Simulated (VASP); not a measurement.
A run of VASP 6.6.1 is set up as follows.

The input INCAR:

```
SYSTEM = FeCu
ALGO = Normal
EDIFF = 1E-7
ENCUT = 520
GGA = PE
ISIF = 2
ISMEAR = -1
ISPIN = 2
LASPH = .TRUE.
LCHARG = .FALSE.
LMAXMIX = 4
LORBIT = 11
LREAL = .FALSE.
LWAVE = .FALSE.
MAGMOM = 1.31 0
NBANDS = 20
NELM = 150
NUPDOWN = 1.31
PREC = Accurate
SIGMA = 0.03
```

File KPOINTS:

```
k-points
0
G
  12 12 7
  0 0 0
```

The input POSCAR:

```
FeCu
1.0
    1.4382720000     -1.9879340000      0.0000000000
    1.4382720000      1.9879340000      0.0000000000
    0.0000000000      0.0000000000      4.1381350000
Fe Cu
1 1
Direct
    0.0000000000      0.0000000000      0.0000000000
    0.5000000000      0.5000000000      0.5000000000
```

Potentials or basis: VASP PAW PBE potentials, release 64 (Fe, Cu).

Launch:

```bash
$ cat potpaw_PBE.64/Fe/POTCAR potpaw_PBE.64/Cu/POTCAR > POTCAR
$ mpirun -np 1 vasp_std > vasp.out
```

(1) Predict the pressure.

Results:

(1) -5.9 GPa.

Caveat: the cell stands under tension; the total moment is fixed, so each spin has its own Fermi level.
